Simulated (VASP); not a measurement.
# Ru (Fd-3m) in VASP: further runs, part 2 of 2

VASP 6.6.1. The steps go on from the part before.

**5. Single point, PBE**

This run uses another cell than the first one, of 19.90 Å³/atom, 1.043 times its volume.

INCAR

```
SYSTEM = Ru
PREC     = Accurate       ! precision mode
ENCUT    = 520            ! plane-wave cutoff, eV
EDIFF    = 1E-7           ! SCF threshold, eV
ISMEAR   = -1             ! smearing method
SIGMA    = 0.06122561905347299 ! smearing width, eV
LREAL    = .False.        ! projectors in reciprocal space
LASPH    = .True.         ! aspherical terms in the spheres
NELM     = 60             ! most SCF steps
ALGO     = Normal         ! electronic algorithm
ISIF     = 2              ! what is computed and relaxed
LWAVE    = .False.        ! write WAVECAR
LCHARG   = .False.        ! write CHGCAR
GGA      = PE             ! functional
NBANDS   = 21             ! bands
```

KPOINTS

```
regular mesh
0
Gamma
  17 17 17
  0 0 0
```

POSCAR

```
Ru
1.0
    0.0000000000      2.7099272866      2.7099272866
    2.7099272866      0.0000000000      2.7099272866
    2.7099272866      2.7099272866      0.0000000000
Ru
2
Direct
    0.0000000000      0.0000000000      0.0000000000
    0.2500000000      0.2500000000      0.2500000000
```

Potentials or basis: VASP PAW PBE potentials, release 64 (Ru_pv).

Launch:

```bash
$ cat potpaw_PBE.64/Ru_pv/POTCAR > POTCAR
$ mpirun -np 1 vasp_std > vasp.out
```

OUTCAR:

```text
SYSTEM = Ru
   PREC = Accurate
   ENCUT = 520
   EDIFF = 1E-7
   ISMEAR = -1
   LREAL = .False.
   LASPH = .True.
   NELM = 60
   ISIF = 2
   GGA = PE

 ion  position               nearest neighbor table
   1  0.000  0.000  0.000-   2 2.35   2 2.35   2 2.35   2 2.35
   2  0.250  0.250  0.250-   1 2.35   1 2.35   1 2.35   1 2.35

  LATTYP: Found a face centered cubic cell.
 ALAT       =     5.4198545732

  Lattice vectors:

 A1 = (   0.0000000000,   2.7099272866,   2.7099272866)
 A2 = (   2.7099272866,   0.0000000000,   2.7099272866)
 A3 = (   2.7099272866,   2.7099272866,   0.0000000000)

Analysis of symmetry for initial positions (statically):
=====================================================================
 Subroutine PRICEL returns:
 Original cell was already a primitive cell.

 Routine SETGRP: Setting up the symmetry group for a
 face centered cubic supercell.

 Subroutine GETGRP returns: Found 48 space group operations
 (whereof 24 operations were pure point group operations)
 out of a pool of 48 trial point group operations.

The static configuration has the point symmetry T_d .
 The point group associated with its full space group is O_h .

Analysis of symmetry for dynamics (positions and initial velocities):
=====================================================================
 Subroutine PRICEL returns:
 Original cell was already a primitive cell.

 Routine SETGRP: Setting up the symmetry group for a
 face centered cubic supercell.

 Subroutine GETGRP returns: Found 48 space group operations
 (whereof 24 operations were pure point group operations)
 out of a pool of 48 trial point group operations.

The dynamic configuration has the point symmetry T_d .
 The point group associated with its full space group is O_h .

 Subroutine INISYM returns: Found 48 space group operations
 (whereof 24 operations are pure point group operations),
 and found     1 'primitive' translations

----------------------------------------------------------------------------------------

                                     Primitive cell

  volume of cell :      39.8018

  direct lattice vectors                    reciprocal lattice vectors
     0.000000000  2.709927287  2.709927287    -0.184506796  0.184506796  0.184506796
     2.709927287  0.000000000  2.709927287     0.184506796 -0.184506796  0.184506796
     2.709927287  2.709927287  0.000000000     0.184506796  0.184506796 -0.184506796

  length of vectors
     3.832415922  3.832415922  3.832415922     0.319575144  0.319575144  0.319575144

  position of ions in fractional coordinates (direct lattice)
     0.000000000  0.000000000  0.000000000
     0.250000000  0.250000000  0.250000000

  ion indices of the primitive-cell ions
   primitive index   ion index
                 1           1
                 2           2

----------------------------------------------------------------------------------------

 KPOINTS: regular mesh

Automatic generation of k-mesh.
 Grid dimensions read from file:
 generate k-points for:   17   17   17

 Generating k-lattice:

  Cartesian coordinates                     Fractional coordinates (reciprocal lattice)
    -0.010853341  0.010853341  0.010853341     0.058823529  0.000000000  0.000000000
     0.010853341 -0.010853341  0.010853341     0.000000000  0.058823529  0.000000000
     0.010853341  0.010853341 -0.010853341     0.000000000  0.000000000  0.058823529

  Length of vectors
     0.018798538  0.018798538  0.018798538

  Shift w.r.t. Gamma in fractional coordinates (k-lattice)
     0.000000000  0.000000000  0.000000000

 Subroutine IBZKPT returns following result:
 ===========================================

 Found    165 irreducible k-points:

 Following reciprocal coordinates:
            Coordinates               Weight
  0.000000  0.000000  0.000000      1.000000
  0.058824  0.000000  0.000000      8.000000
  0.117647  0.000000  0.000000      8.000000
  0.176471  0.000000  0.000000      8.000000
  0.235294  0.000000  0.000000      8.000000
  0.294118  0.000000  0.000000      8.000000
[... 16 lines left out ...]
 -0.176471  0.058824  0.000000     24.000000
 -0.117647  0.058824  0.000000     24.000000
 [... further k-points ...]
   k-points           NKPTS =    165   k-points in BZ     NKDIM =    165   number of bands    NBANDS=     21
   number of dos      NEDOS =    301   number of ions     NIONS =      2
   total plane-waves  NPLWV =  27000
   dimension x,y,z NGX =    30 NGY =   30 NGZ =   30
   dimension x,y,z NGXF=    60 NGYF=   60 NGZF=   60
   ions per type =               2
   NGX,Y,Z   is equivalent  to a cutoff of  13.01, 13.01, 13.01 a.u.
   NGXF,Y,Z  is equivalent  to a cutoff of  26.03, 26.03, 26.03 a.u.
 SYSTEM =  Ru
   PREC   = accura    normal or accurate (medium, high low for compatibility)
   ISTART =      0    job   : 0-new  1-cont  2-samecut
   ICHARG =      2    charge: 1-file 2-atom 10-const
   ISPIN  =      1    spin polarized calculation?
   LNONCOLLINEAR =      F non collinear calculations
   LSORBIT =      F    spin-orbit coupling
   LASPH  =      T    aspherical Exc in radial PAW
   ENCUT  =  520.0 eV  38.22 Ry    6.18 a.u.   7.13  7.13  7.13*2*pi/ulx,y,z
   NELM   =     60;   NELMIN=  2; NELMDL= -5     # of ELM steps
   EDIFF  = 0.1E-06   stopping-criterion for ELM
   LREAL  =      F    real-space projection
   EDIFFG = 0.1E-05   stopping-criterion for IOM
   NSW    =      0    number of steps for IOM
   IBRION =     -1    ionic relax: 0-MD 1-quasi-New 2-CG
   NFREE  =      0    steps in history (QN), initial steepest desc. (CG)
   ISIF   =      2    stress and relaxation
   ISYM   =      2    0-nonsym 1-usesym 2-fastsym
   POTIM  = 0.5000    time-step for ionic-motion
   TEBEG  =    0.0;   TEEND  =   0.0 temperature during run
   PSTRESS=    0.0 pullay stress
   NELECT =      28.0000    total number of electrons
   NUPDOWN=      -1.0000    fix difference up-down
   EMIN   =  10.00;   EMAX   =-10.00  energy-range for DOS
   EFERMI =   0.00;   METHOD = LEGACY
   ISMEAR =    -1;   SIGMA  =   0.06  broadening in eV -4-tet -1-fermi 0-gaus
   EFERMI_NEDOS =   21; number of points for ismear=-14 and -15
   IALGO  =     38    algorithm
   IMIX   =      4    mixing-type and parameters
     AMIX     =   0.40;   BMIX     =  1.00
     AMIX_MAG =   1.60;   BMIX_MAG =  1.00
  volume/ion in A,a.u.               =      19.90       134.30
  Fermi-wavevector in a.u.,A,eV,Ry     =   1.455995  2.751432 28.843281  2.119921
  Thomas-Fermi vector in A             =   2.572965
   LORBIT       =      0    0 simple, 1 ext, 2 COOP (PROOUT), +10 PAW based schemes
   GGA     = PE    functional components
[... 5 lines left out ...]
 non-spin polarized calculation
  energy-cutoff  :      520.00
  volume of cell :       39.80
 maximum number of plane-waves:      1085
 NGX is ok and might be reduce to    30
   NGX = 15   NGY = 15   NGZ = 15

 number of electron      28.0000009 magnetization

 Free energy of the ion-electron system (eV)
  ---------------------------------------------------
  ext. energy  EPLUGINS =         0.00000000
  ---------------------------------------------------
  free energy    TOTEN  =       -16.09345383 eV

  energy without entropy =      -16.07062808  energy(sigma->0) =      -16.08204096

 E-fermi :   7.2621     XC(G=0): -11.4385

 val. band max:        7.2583265592   @ k =  -0.4706   0.1176   0.0000
 cond. band min:       7.2623531484   @ k =   0.4118   0.3529   0.0588
 fundamental gap:      0.0040265892
 Fermi energy:         7.2621057178

 k-point     1 :       0.0000    0.0000    0.0000
  band No.  band energies     occupation
      1     -35.9202      2.00000
      2     -35.9202      2.00000
      3     -35.9202      2.00000
      4     -34.9992      2.00000
      5     -34.9992      2.00000
      6     -34.9992      2.00000
[... 13 lines left out ...]
     20      19.9055      0.00000
     21      20.3865      0.00000

 k-point     2 :       0.0588    0.0000    0.0000
  band No.  band energies     occupation
      1     -35.9240      2.00000
      2     -35.9240      2.00000
      3     -35.9195      2.00000
      4     -35.0002      2.00000
      5     -34.9952      2.00000
      6     -34.9952      2.00000
[... 13 lines left out ...]
     20      19.2024      0.00000
     21      20.3278      0.00000
[... 487 lines left out ...]
      5     -34.9651      2.00000
      6     -34.9418      2.00000
[... 13 lines left out ...]
     20      18.1649      0.00000
     21      18.2188      0.00000

 k-point    24 :      -0.1176    0.0588    0.0000
  band No.  band energies     occupation
      1     -35.9548      2.00000
      2     -35.9371      2.00000
      3     -35.9088      2.00000
      4     -35.0125      2.00000
      5     -34.9814      2.00000
      6     -34.9632      2.00000
[... 13 lines left out ...]
     20      18.1657      0.00000
     21      18.6918      0.00000

 [... further k-points ...]
[... 5 lines left out ...]
  --------------------------------------------------------------------------------------
  -------------------------------------------------------------------------------------
  Total        0.8897883      0.8897883      0.8897883      0.0000000      0.0000000      0.0000000
  in kB       35.8174260     35.8174260     35.8174260      0.0000000      0.0000000      0.0000000
  external PRESSURE =      35.8174260 kB  Pullay stress =       0.0000000 kB

 VOLUME and BASIS-vectors are now :
 -----------------------------------------------------------------------------
  energy-cutoff  :      520.00
  volume of cell :       39.80
      direct lattice vectors                 reciprocal lattice vectors
     0.000000000  2.709927287  2.709927287    -0.184506796  0.184506796  0.184506796
     2.709927287  0.000000000  2.709927287     0.184506796 -0.184506796  0.184506796
     2.709927287  2.709927287  0.000000000     0.184506796  0.184506796 -0.184506796

 POSITION                                       TOTAL-FORCE (eV/Angst)
 -----------------------------------------------------------------------------------
      0.00000      0.00000      0.00000        -0.000000     -0.000000     -0.000000
      1.35496      1.35496      1.35496         0.000000      0.000000      0.000000
 -----------------------------------------------------------------------------------
    total drift:                                0.000000     -0.000000      0.000000

  FREE ENERGIE OF THE ION-ELECTRON SYSTEM (eV)
  ---------------------------------------------------
  free  energy   TOTEN  =       -16.0934538320 eV

  energy  without entropy=      -16.0706280810  energy(sigma->0) =      -16.08204096
```

Wall time 2.2 min (1 thread of Intel Xeon Platinum 8375C at 2.90GHz (Ice Lake), shared host); peak memory 0.24 GiB.

What came out:

- Free energy: -16.0935 eV
- Pressure: 3.6 GPa
- Band gap on the k mesh: zero (band 14 reaches 7.75 eV, above the bottom of band 15 at 6.75 eV)

**6. Single point, PBE**

This run uses another cell than the first one, of 19.90 Å³/atom, 1.043 times its volume.

INCAR

```
PREC = Accurate
ENCUT = 520
EDIFF = 1E-7
ISMEAR = -1
SIGMA = 0.06122561905347299
LREAL = False
LASPH = True
NELM = 100
ALGO = Normal
ISIF = 2
LWAVE = False
LCHARG = False
GGA = PE
NBANDS = 21
```

KPOINTS

```
Automatic mesh
0
Gamma
  17 17 17
```

POSCAR is that of step 5.

Potentials or basis: VASP PAW PBE potentials, release 64 (Ru_pv).

Launch:

```bash
$ cat potpaw_PBE.64/Ru_pv/POTCAR > POTCAR
$ mpirun -np 1 vasp_std > vasp.out
```

OUTCAR:

```text
PREC = Accurate
   ENCUT = 520
   EDIFF = 1E-7
   ISMEAR = -1
   LREAL = False
   LASPH = True
   NELM = 100
   ISIF = 2
   GGA = PE

 ion  position               nearest neighbor table
   1  0.000  0.000  0.000-   2 2.35   2 2.35   2 2.35   2 2.35
   2  0.250  0.250  0.250-   1 2.35   1 2.35   1 2.35   1 2.35

  LATTYP: Found a face centered cubic cell.
 ALAT       =     5.4198545732

  Lattice vectors:

 A1 = (   0.0000000000,   2.7099272866,   2.7099272866)
 A2 = (   2.7099272866,   0.0000000000,   2.7099272866)
 A3 = (   2.7099272866,   2.7099272866,   0.0000000000)

Analysis of symmetry for initial positions (statically):
=====================================================================
 Subroutine PRICEL returns:
 Original cell was already a primitive cell.

 Routine SETGRP: Setting up the symmetry group for a
 face centered cubic supercell.

 Subroutine GETGRP returns: Found 48 space group operations
 (whereof 24 operations were pure point group operations)
 out of a pool of 48 trial point group operations.

The static configuration has the point symmetry T_d .
[... 153 lines left out ...]
 number of electron      28.0000009 magnetization

 Free energy of the ion-electron system (eV)
  ---------------------------------------------------
  ext. energy  EPLUGINS =         0.00000000
  ---------------------------------------------------
  free energy    TOTEN  =       -16.09345383 eV

  energy without entropy =      -16.07062808  energy(sigma->0) =      -16.08204096

 E-fermi :   7.2621     XC(G=0): -11.4385

 val. band max:        7.2583265592   @ k =  -0.4706   0.1176   0.0000
 cond. band min:       7.2623531484   @ k =   0.4118   0.3529   0.0588
 fundamental gap:      0.0040265892
 Fermi energy:         7.2621057178

 k-point     1 :       0.0000    0.0000    0.0000
  band No.  band energies     occupation
      1     -35.9202      2.00000
      2     -35.9202      2.00000
      3     -35.9202      2.00000
      4     -34.9992      2.00000
      5     -34.9992      2.00000
      6     -34.9992      2.00000
[... 565 lines left out ...]
     20      18.1657      0.00000
     21      18.6918      0.00000

 [... further k-points ...]
[... 5 lines left out ...]
  --------------------------------------------------------------------------------------
  -------------------------------------------------------------------------------------
  Total        0.8897883      0.8897883      0.8897883      0.0000000      0.0000000      0.0000000
  in kB       35.8174260     35.8174260     35.8174260      0.0000000      0.0000000      0.0000000
  external PRESSURE =      35.8174260 kB  Pullay stress =       0.0000000 kB

 VOLUME and BASIS-vectors are now :
 -----------------------------------------------------------------------------
  energy-cutoff  :      520.00
  volume of cell :       39.80
      direct lattice vectors                 reciprocal lattice vectors
     0.000000000  2.709927287  2.709927287    -0.184506796  0.184506796  0.184506796
     2.709927287  0.000000000  2.709927287     0.184506796 -0.184506796  0.184506796
     2.709927287  2.709927287  0.000000000     0.184506796  0.184506796 -0.184506796

 POSITION                                       TOTAL-FORCE (eV/Angst)
 -----------------------------------------------------------------------------------
      0.00000      0.00000      0.00000        -0.000000     -0.000000     -0.000000
      1.35496      1.35496      1.35496         0.000000      0.000000      0.000000
 -----------------------------------------------------------------------------------
    total drift:                                0.000000     -0.000000      0.000000

  FREE ENERGIE OF THE ION-ELECTRON SYSTEM (eV)
  ---------------------------------------------------
  free  energy   TOTEN  =       -16.0934538320 eV

  energy  without entropy=      -16.0706280810  energy(sigma->0) =      -16.08204096
```

stdout:

```text
POSCAR found type information on POSCAR Ru
 POSCAR found :  1 types and       2 ions
 scaLAPACK will be used
 LDA part: xc-table for (Slater+PW92), standard interpolation
 POSCAR, INCAR and KPOINTS ok, starting setup
 FFT: planning ... GRIDC
 FFT: planning ... GRID_SOFT
 FFT: planning ... GRID
 WAVECAR not read
 entering main loop
```

Wall time 1.9 min (1 thread of Intel Xeon Platinum 8375C at 2.90GHz (Ice Lake), shared host); peak memory 0.24 GiB.

What came out:

- Free energy: -16.0935 eV
- Pressure: 3.6 GPa
- Band gap on the k mesh: zero (band 14 reaches 7.75 eV, above the bottom of band 15 at 6.75 eV)

**7. The runs side by side**

```csv
cell,gap on the mesh (eV),pressure (GPa)
"a = 3.780 Å, angles 60.0°, 2 atoms",none,11.9
"a = 3.806 Å, angles 60.0°, 2 atoms",none,7.5
"a = 3.832 Å, angles 60.0°, 2 atoms",none,3.6
```

Alike in all rows: task single point; level PBE; potentials or basis VASP PAW PBE potentials, release 64 (Ru_pv); no spin polarisation; k mesh 17 × 17 × 17; cutoff (eV) 520; smearing fermi-dirac 0.0612256 eV.

Total energies depend on the potentials used, so only differences within one code and one set of settings carry meaning.
